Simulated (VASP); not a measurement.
BN: single point with PBE

BN:

```
B N
1.0
     0.00000    1.93247    1.79681
     1.79681    0.00000    1.79681
     1.79681    1.93247    0.00000
B N
1 1
Cartesian
  0.0000 0.0000 0.0000
  2.6952 2.8987 2.6952
```

This cell differs from its parent crystal: volume 6.239 Å^3 an atom, c/a of the conventional cell 1.0755.

```yaml
Program: VASP 6.6.1
Task: single point
Functional: PBE
Potentials_or_basis: VASP PAW PBE potentials, release 64 (B, N)
Cutoff: 520 eV
k_mesh: 12 × 12 × 12
Occupations: gaussian, width 0.05 eV
Spin: no spin polarisation
Dipole_correction: no
Further_INCAR_settings: ALGO = Normal; EDIFF = 1e-07; NBANDS = 11
```

```json
{
  "Pressure": "-15.9 GPa",
  "Band gap on the k mesh": "3.77 eV, indirect (least direct gap 8.17 eV)"
}
```

Stress tensor (GPa, compression positive):
```
 -0.31   0.00   0.00
  0.00 -47.01   0.00
  0.00   0.00  -0.31
```

Levels at points of the mesh, in eV from the valence-band top:
```
           k point  band 1  band 2  band 3  band 4  band 5  band 6  band 7  band 8
(0.00, 0.00, 0.00)  -19.88   -0.78    0.00    0.00    8.17    8.17    8.68    9.16
(0.50, 0.00, 0.00)  -15.90  -10.44   -2.65   -1.53    8.21   10.49   10.74   14.45
(0.50, 0.50, 0.00)  -14.35   -8.48   -5.17   -5.17    3.77    8.14   16.16   17.21
(0.50, 0.00, 0.50)  -15.13   -9.49   -4.25   -4.25    4.97    9.76   16.65   16.65
```

Run time: 11 s on 1 thread of Intel Xeon 6975P-C, with other jobs on the host, peak memory 0.13 GiB.

 A k mesh can miss the band edges.
